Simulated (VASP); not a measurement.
# Mg: electric field gradients with PBE

Mg:

```
Mg
1.0
     3.23053    0.00000    0.00000
    -1.61526    2.79772    0.00000
     0.00000    0.00000    5.24484
Mg
2
Cartesian
  0.0000 1.8651 1.3112
  1.6153 0.9326 3.9336
```

This cell differs from its parent crystal: volume scaled by 1.02.

```
Program                : VASP 6.6.1
Task                   : electric field gradients
Functional             : PBE
Potentials or basis    : VASP PAW PBE potentials, release 64 (Mg)
Cutoff                 : 520 eV
k mesh                 : 12 × 12 × 7
Occupations            : fermi-dirac, width 0.08 eV
Spin                   : no spin polarisation
Dipole correction      : no
Further INCAR settings : ALGO = Normal; EDIFF = 1e-08; NBANDS = 9
```

- Pressure: -1.2 GPa
- Band gap on the k mesh: zero (band 2 reaches 3.46 eV, above the bottom of band 3 at 1.23 eV)

Stress tensor (GPa, compression positive):
```
-0.97  0.00  0.00
 0.00 -0.97  0.00
 0.00  0.00 -1.73
```

Levels at points of the mesh, in eV from the Fermi level:
```csv
k point,band 1,band 2,band 3,band 4,band 5,band 6
"(0.00, 0.00, 0.00)",-6.76,-1.59,-1.21,10.79,10.79,10.84
"(0.50, 0.00, 0.00)",-2.07,-2.05,2.65,3.05,3.23,3.64
```

Electric field gradients, principal values (V/Å²):
```csv
atom,least,middle,greatest (by size)
1 Mg,-0.488,-0.488,0.976
2 Mg,-0.488,-0.488,0.976
```

Run time: 11 s on 1 thread of Intel(R) Xeon(R) Platinum 8559C (Emerald Rapids), with other jobs on the host, peak memory 0.17 GiB.

Caveat: without QUAD_EFG the Cq values of the log hold for a quadrupole moment of 1 mb, not for the nuclei.
